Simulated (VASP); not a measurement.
# Pt (Fm-3m) in VASP: notebook, part 2 of 2

VASP 6.6.1. The steps go on from the part before.

**3. Single point, PBE+D3(BJ)**

This run uses another cell than the first one, of 15.16 Å³/atom.

Input file INCAR:

```
ALGO = Normal
EDIFF = 1E-7
ENCUT = 520
GGA = PE
ISIF = 2
ISMEAR = 0
IVDW = 12
LASPH = T
LCHARG = F
LREAL = F
LWAVE = F
NBANDS = 11
NELM = 60
PREC = Accurate
SIGMA = 0.1
```

Input file KPOINTS:

```
k-points
0
Gamma
  18 18 18
```

Input file POSCAR:

```
Pt
1.0
    0.0000000000      1.9642124723      1.9642124723
    1.9642124723      0.0000000000      1.9642124723
    1.9642124723      1.9642124723      0.0000000000
Pt
1
Direct
    0.0000000000      0.0000000000      0.0000000000
```

Potentials or basis: VASP PAW PBE potentials, release 64 (Pt).

Command:

```
cat potpaw_PBE.64/Pt/POTCAR > POTCAR
mpirun -np 1 vasp_std > vasp.out
```

OUTCAR:

```text
EDIFF = 1E-7
   ENCUT = 520
   GGA = PE
   ISIF = 2
   ISMEAR = 0
   IVDW = 12
   LASPH = T
   LREAL = F
   NELM = 60
   PREC = Accurate
 IVDW          = 12

 ion  position               nearest neighbor table
   1  0.000  0.000  0.000-

  LATTYP: Found a face centered cubic cell.
 ALAT       =     3.9284249446

  Lattice vectors:

 A1 = (   0.0000000000,   1.9642124723,   1.9642124723)
 A2 = (   1.9642124723,   0.0000000000,   1.9642124723)
 A3 = (   1.9642124723,   1.9642124723,   0.0000000000)

Analysis of symmetry for initial positions (statically):
=====================================================================
 Subroutine PRICEL returns:
 Original cell was already a primitive cell.

 Routine SETGRP: Setting up the symmetry group for a
 face centered cubic supercell.

 Subroutine GETGRP returns: Found 48 space group operations
 (whereof 48 operations were pure point group operations)
 out of a pool of 48 trial point group operations.

The static configuration has the point symmetry O_h .

Analysis of symmetry for dynamics (positions and initial velocities):
=====================================================================
 Subroutine PRICEL returns:
[... 168 lines left out ...]
      4       7.4107      2.00000
      5       9.5477      2.00000
      6       9.5477      2.00000
      7      25.8236      0.00000
      8      30.7614      0.00000
      9      30.7614      0.00000
     10      30.7614      0.00000
     11      36.0878      0.00000
[... 309 lines left out ...]
 k-point    24 :      -0.2222    0.0556    0.0000
  band No.  band energies     occupation
      1       3.0462      2.00000
      2       6.9236      2.00000
      3       7.7993      2.00000
      4       7.8663      2.00000
      5       9.3564      2.00000
      6      10.0317      2.00000
      7      24.8331      0.00000
      8      27.7058      0.00000
      9      32.1882      0.00000
     10      33.6111      0.00000
     11      34.8515      0.00000

 [... further k-points ...]

------------------------ aborting loop because EDIFF is reached ----------------------------------------

 Edisp (eV)   -0.77522

 E8    (eV) :    -0.3555

  FORCE on cell =-STRESS in cart. coord.  units (eV):
  Direction    XX          YY          ZZ          XY          YZ          ZX
  --------------------------------------------------------------------------------------
  -------------------------------------------------------------------------------------
  Total      -0.04946    -0.04946    -0.04946     0.00000     0.00000     0.00000
  in kB      -5.22888    -5.22888    -5.22888     0.00000     0.00000     0.00000
  external pressure =       -5.23 kB  Pullay stress =        0.00 kB

 VOLUME and BASIS-vectors are now :
 -----------------------------------------------------------------------------
  energy-cutoff  :      520.00
  volume of cell :       15.16
      direct lattice vectors                 reciprocal lattice vectors
     0.000000000  1.964212472  1.964212472    -0.254554946  0.254554946  0.254554946
     1.964212472  0.000000000  1.964212472     0.254554946 -0.254554946  0.254554946
     1.964212472  1.964212472  0.000000000     0.254554946  0.254554946 -0.254554946

 POSITION                                       TOTAL-FORCE (eV/Angst)
 -----------------------------------------------------------------------------------
      0.00000      0.00000      0.00000         0.000000      0.000000      0.000000
 -----------------------------------------------------------------------------------
    total drift:                               -0.000000      0.000000     -0.000000

  FREE ENERGIE OF THE ION-ELECTRON SYSTEM (eV)
  ---------------------------------------------------
  free  energy   TOTEN  =        -6.8638181230 eV

  energy  without entropy=       -6.8530694422  energy(sigma->0) =       -6.85844378
```

OSZICAR:

```text
N       E                     dE             d eps       ncg     rms          rms(c)
DAV:   1     0.393405553208E+02    0.39341E+02   -0.53387E+03  4426   0.842E+02
DAV:   2    -0.587426647600E+01   -0.45215E+02   -0.43457E+02  4921   0.177E+02
DAV:   3    -0.646528926216E+01   -0.59102E+00   -0.58632E+00  5053   0.192E+01
DAV:   4    -0.646761105383E+01   -0.23218E-02   -0.23216E-02  4944   0.141E+00
DAV:   5    -0.646762948059E+01   -0.18427E-04   -0.18426E-04  5028   0.117E-01    0.127E+01
DAV:   6    -0.613066279984E+01    0.33697E+00   -0.76297E-01  4641   0.697E+00    0.674E+00
DAV:   7    -0.609212045979E+01    0.38542E-01   -0.14401E-01  4935   0.295E+00    0.252E+00
DAV:   8    -0.608884123828E+01    0.32792E-02   -0.68693E-03  4725   0.714E-01    0.590E-01
DAV:   9    -0.608859636349E+01    0.24487E-03   -0.24857E-04  4812   0.136E-01    0.457E-02
DAV:  10    -0.608859951520E+01   -0.31517E-05   -0.54722E-06  5528   0.176E-02    0.586E-03
DAV:  11    -0.608859936514E+01    0.15006E-06   -0.33223E-08  3951   0.174E-03    0.127E-03
DAV:  12    -0.608859939485E+01   -0.29718E-07   -0.30846E-09  2562   0.348E-04
   1 F= -.68638181E+01 E0= -.68584438E+01  d E =-.107487E-01
```

stdout:

```text
POSCAR found type information on POSCAR Pt
 POSCAR found :  1 types and       1 ions
 scaLAPACK will be used
 LDA part: xc-table for (Slater+PW92), standard interpolation
 POSCAR, INCAR and KPOINTS ok, starting setup
 FFT: planning ... GRIDC
 FFT: planning ... GRID_SOFT
 FFT: planning ... GRID
 WAVECAR not read
 entering main loop
```

Wall time 14 s (1 thread of Intel Xeon Platinum 8559C (Emerald Rapids), shared host); peak memory 0.17 GiB.

What came out:

| Quantity | Value |
| --- | --- |
| Free energy | -6.8638 eV |
| Pressure | -0.5 GPa |
| Band gap on the k mesh | zero (bands 5 and 6 overlap by 2.21 eV) |
| Dispersion energy per atom | -0.775 eV |

Levels at points of the mesh, in eV from the Fermi level:
| k point | band 2 | band 3 | band 4 | band 5 | band 6 | band 7 | band 8 | band 9 |
| --- | --- | --- | --- | --- | --- | --- | --- | --- |
| (0.00, 0.00, 0.00) | -3.76 | -3.76 | -3.76 | -1.62 | -1.62 | 14.65 | 19.59 | 19.59 |
| (0.50, 0.00, 0.00) | -3.82 | -3.82 | -0.45 | 0.04 | 0.04 | 5.80 | 14.22 | 18.95 |
| (0.50, 0.50, 0.00) | -6.57 | 0.00 | 0.48 | 0.48 | 1.79 | 8.83 | 11.38 | 11.38 |

Caveat: spin-orbit coupling is left out, which moves the levels of the heavy elements.

**4. Relaxation of cell and atoms, PBE+D3(BJ)**

Input file INCAR:

```
SYSTEM = Pt
PREC = Accurate ; ENCUT = 600
EDIFF = 1E-7 ; ISMEAR = 0
SIGMA = 0.1 ; LREAL = .FALSE.
LASPH = .TRUE. ; NELM = 60
ALGO = Normal ; ISIF = 3
LWAVE = .FALSE. ; LCHARG = .FALSE.
GGA = PE ; IVDW = 12
IBRION = 2 ; NSW = 100
EDIFFG = -0.005
```

Input file KPOINTS:

```
regular mesh
0
G
  18 18 18
  0 0 0
```

Input file POSCAR:

```
Pt
1.0
    0.0000000000      1.9715751809      1.9715751809
    1.9715751809      0.0000000000      1.9715751809
    1.9715751809      1.9715751809      0.0000000000
Pt
1
Direct
    0.0000000000      0.0000000000      0.0000000000
```

Command:

```
cat potpaw_PBE.64/Pt/POTCAR > POTCAR
mpirun -np 1 vasp_std > vasp.out
```

It took 25 s on 1 thread of Intel Xeon Platinum 8559C (Emerald Rapids), shared host; peak memory 0.19 GiB.

It converged, with:

```
Free energy                           : -6.8641 eV
Relaxed volume                        : 15.13 Å³/atom
Relaxed cell                          : a = 2.776 Å, b = 2.776 Å, c = 2.776 Å, α = 60.00°, β = 60.00°, γ = 60.00°
Space group after relaxing (to 0.1 Å) : Fm-3m (No. 225)
Energy gained by relaxing             : 2.1 meV/atom
Ionic steps                           : 3
Pressure after relaxing               : 0.0 GPa
Band gap on the k mesh                : zero (bands 5 and 6 overlap by 2.22 eV)
Dispersion energy per atom            : -0.776 eV
```

Step by step:
| step | energy change (eV) | largest force (eV/Å) | pressure (GPa) | volume (Å³) |
| --- | --- | --- | --- | --- |
| 1 | 0.0000 | 0.0000 | -3.42 | 15.33 |
| 2 | 0.0146 | 0.0000 | 10.70 | 14.61 |
| 3 | -0.0021 | 0.0000 | -0.03 | 15.13 |

Final structure:
```yaml
crystal:
  lattice:
    - [0.00000, 1.96327, 1.96327]
    - [1.96327, 0.00000, 1.96327]
    - [1.96327, 1.96327, 0.00000]
  atoms:
    - { symbol: Pt, position: [0.00000, 0.00000, 0.00000] }
```

Levels at points of the mesh, in eV from the Fermi level:
```tsv
k point	band 2	band 3	band 4	band 5	band 6	band 7	band 8	band 9
(0.00, 0.00, 0.00)	-3.77	-3.77	-3.77	-1.63	-1.63	14.65	19.59	19.59
(0.50, 0.00, 0.00)	-3.83	-3.83	-0.46	0.04	0.04	5.81	14.21	18.96
(0.50, 0.50, 0.00)	-6.59	0.00	0.49	0.49	1.79	8.84	11.38	11.38
```

Caveat: spin-orbit coupling is left out, which moves the levels of the heavy elements.

**5. Summary**

| task | cell | k mesh | cutoff (eV) | gap on the mesh (eV) | pressure (GPa) |
| --- | --- | --- | --- | --- | --- |
| single point | a = 2.788 Å, angles 60.0°, 1 atom | 8 × 8 × 8 | 520 | none | -4.2 |
| single point | a = 2.778 Å, angles 60.0°, 1 atom | 18 × 18 × 18 | 520 | none | -0.5 |
| relaxation of cell and atoms | relaxed from a = 2.788 Å, angles 60.0°, 1 atom | 18 × 18 × 18 | 600 | none | 0.0 |

Alike in all rows: level PBE+D3(BJ); potentials or basis VASP PAW PBE potentials, release 64 (Pt); no spin polarisation; smearing gaussian 0.1 eV.

Caveats: spin-orbit coupling is left out, which moves the levels of the heavy elements; the cell stands under tension (at least some runs).

Absolute energies hang on the potentials; compare differences alone.
